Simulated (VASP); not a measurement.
Input of a VASP 6.6.1 run:

INCAR

```
PREC = Accurate
ENCUT = 520
EDIFF = 1E-7
ISMEAR = 0
SIGMA = 0.1
LREAL = F
LASPH = T
NELM = 60
ALGO = Normal
ISIF = 2
LWAVE = F
LCHARG = F
GGA = PE
NBANDS = 50
```

Contents of KPOINTS:

```
regular mesh
0
Gamma
  4 4 2
```

POSCAR

```
SnO
1.0
   -3.8683851360      0.0000000000      0.0000000000
    0.0000000000      0.0000000000     -5.0681278375
    0.0000000000     -7.7367702720      0.0000000000
Sn O
4 4
Direct
    0.5000000000      0.7713437015      0.0000000000
    0.5000000000      0.7713437015      0.5000000000
    0.0000000000      0.2286562985      0.7500000000
    0.0000000000      0.2286562985      0.2500000000
    1.0000000000      0.0000000000      1.0000000000
    1.0000000000      0.0000000000      0.5000000000
    0.5000000000      0.0000000000      0.7500000000
    0.5000000000      0.0000000000      0.2500000000
```

Potentials or basis: VASP PAW PBE potentials, release 64 (Sn_d, O).

The run is started by

```bash
$ cat potpaw_PBE.64/Sn_d/POTCAR potpaw_PBE.64/O/POTCAR > POTCAR
$ mpirun -np 1 vasp_std > vasp.out
```

**Question.** Predict the pressure.

**Answer.** 0.3 GPa.

**Question.** What does it give for the band gap on the k mesh?

**Answer.** 0.51 eV.

Forces in eV/Å, atoms in the order of the input:
```
Sn   0.000  0.000  0.074
Sn   0.000  0.000  0.074
Sn   0.000  0.000 -0.074
Sn   0.000  0.000 -0.074
O    0.000  0.000  0.000
O    0.000  0.000  0.000
O    0.000  0.000  0.000
O    0.000  0.000  0.000
```

Caveat: spin-orbit coupling is left out, which moves the levels of the heavy elements. Expect the measured gap to be larger: semilocal functionals such as PBE lack the derivative discontinuity.
